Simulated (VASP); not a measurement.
Set up this calculation in VASP 6.6.1, as the native input.

| Quantity | Value |
| --- | --- |
| Task | relaxation of cell and atoms |
| Functional | r2SCAN |
| Potentials or basis | VASP PAW PBE potentials, release 64 (Ir) |
| Cutoff | 600 eV |
| k mesh | 22 × 22 × 22 |
| Occupations | gaussian, width 0.1 eV |
| Spin | no spin polarisation |
| Dipole correction | no |
| Further INCAR settings | ALGO = Normal; EDIFF = 1e-07; IBRION = 2; EDIFFG = -0.01; NSW = 100; ISIF = 3 |

Crystal: Ir.

```
Ir
1.0
     2.54764    0.00000    0.00000
     0.00000    2.54764    0.00000
     0.00000    0.00000    2.54764
Ir
1
Direct
  0.00000 0.00000 0.00000
```

The input as run:

POSCAR

```
Ir
1.0
    2.5476378859      0.0000000000      0.0000000000
    0.0000000000      2.5476378859      0.0000000000
    0.0000000000      0.0000000000      2.5476378859
Ir
1
Direct
    0.0000000000      0.0000000000      0.0000000000
```

INCAR.step1

```
PREC = Accurate
ENCUT = 600
ISMEAR = 0
SIGMA = 0.1
LREAL = False
LASPH = True
NELM = 60
GGA = PE
ALGO = Normal
EDIFF = 1E-4
LWAVE = True
LCHARG = False
```

INCAR.step2

```
PREC = Accurate
ENCUT = 600
EDIFF = 1E-7
ISMEAR = 0
SIGMA = 0.1
LREAL = False
LASPH = True
NELM = 60
ALGO = Normal
ISIF = 3
LWAVE = False
LCHARG = False
METAGGA = R2SCAN
LMIXTAU = True
IBRION = 2
NSW = 100
EDIFFG = -0.01
ISTART = 1
```

KPOINTS

```
Automatic mesh
0
Gamma
  22 22 22
```

Potentials or basis: VASP PAW PBE potentials, release 64 (Ir).

Run with:

```sh
$ cat potpaw_PBE.64/Ir/POTCAR > POTCAR
$ cp INCAR.step1 INCAR
$ mpirun -np 1 vasp_std > vasp.out
$ cp INCAR.step2 INCAR
$ mpirun -np 1 vasp_std > vasp.out
```

It gave:

```
Relaxed volume                         : 16.71 Å³/atom
Relaxed cell                           : a = 2.557 Å, b = 2.557 Å, c = 2.557 Å, α = 90.00°, β = 90.00°, γ = 90.00°
Space group after relaxing (to 0.05 Å) : Pm-3m (No. 221)
Energy gained by relaxing              : 1.5 meV/atom
Ionic steps                            : 3
Pressure after relaxing                : 0.0 GPa
```

Caveat: the PAW data sets were made with another functional, which shifts forces and pressure a little.

Run time: 13 min on 1 thread of AMD EPYC 7R13, with other jobs on the host, peak memory 0.16 GiB.
